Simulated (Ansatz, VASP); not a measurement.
# TaSb: VASP beside Ansatz

The input INCAR:

```
SYSTEM = TaSb
PREC = Accurate
ENCUT = 520
EDIFF = 1E-8
ISMEAR = -1
SIGMA = 0.15
LREAL = .FALSE.
LASPH = .TRUE.
NELM = 100
ALGO = Normal
ISIF = 2
LWAVE = .FALSE.
LCHARG = .FALSE.
GGA = PE
LEFG = .TRUE.
NBANDS = 15
```

The input KPOINTS:

```
regular mesh
0
G
  14 14 8
  0 0 0
```

Contents of POSCAR:

```
TaSb
1.0
    2.9348581127      0.0000000000      0.0000000000
    0.0000000000      2.9348581127      0.0000000000
    0.0000000000      0.0000000000      5.6404408714
Ta Sb
1 1
Direct
    0.0000000000      0.0000000000      0.5000000000
    0.0000000000      0.0000000000      0.0000000000
```

Input for Ansatz:

```yaml
crystal:
  lattice:
    - [2.9348581127, 0.0, 0.0]
    - [0.0, 2.9348581127, 0.0]
    - [0.0, 0.0, 5.6404408714]
  atoms:
    - { symbol: Ta, position: [0.0, 0.0, 0.5] }
    - { symbol: Sb, position: [0.0, 0.0, 0.0] }
basis:
  ecutwfc: 420
kpoints:
  mp_grid: { grid: [14, 14, 8] }
hamiltonian:
  xc: pbe
scf:
  occupations: { method: fermi_dirac, width: 0.15 }
output:
  forces: true
  stress: true
  eigenvalues: true
  efg: {}
checkpoint:
  read: start.run
  write: ck
  compress: false
  write_wavefunctions: false
  write_every: 100000
```

Alike in both runs: task electric field gradients; functional PBE; k mesh 14 × 14 × 8; occupations fermi-dirac, width 0.15 eV; no spin polarisation.

```csv
,VASP,Ansatz
version,VASP 6.6.1,Ansatz 0.2.0
potentials or method,"VASP PAW PBE potentials, release 64 (Ta_pv, Sb), cutoff 520 eV","scalar-relativistic, plane waves, PAW"
valence electrons in the cell,16,28
```

```csv
,VASP,Ansatz,Ansatz less VASP
gap on the k mesh at the Fermi level (eV),none,none,-
pressure (GPa),0.0,0.0,-0.03
size of Vzz on the site where it differs most (V/Å²),60.0,14.3,-45.73
```

A gap of «none» marks a metal or a gap that the smearing closes. With one functional, cell and mesh, what is left measures potentials, basis and numerics. VASP's potentials hold 16 valence electrons a cell and Ansatz's 28, so a difference there can come from the potentials and not from the codes.

Neither program's run includes spin-orbit coupling.
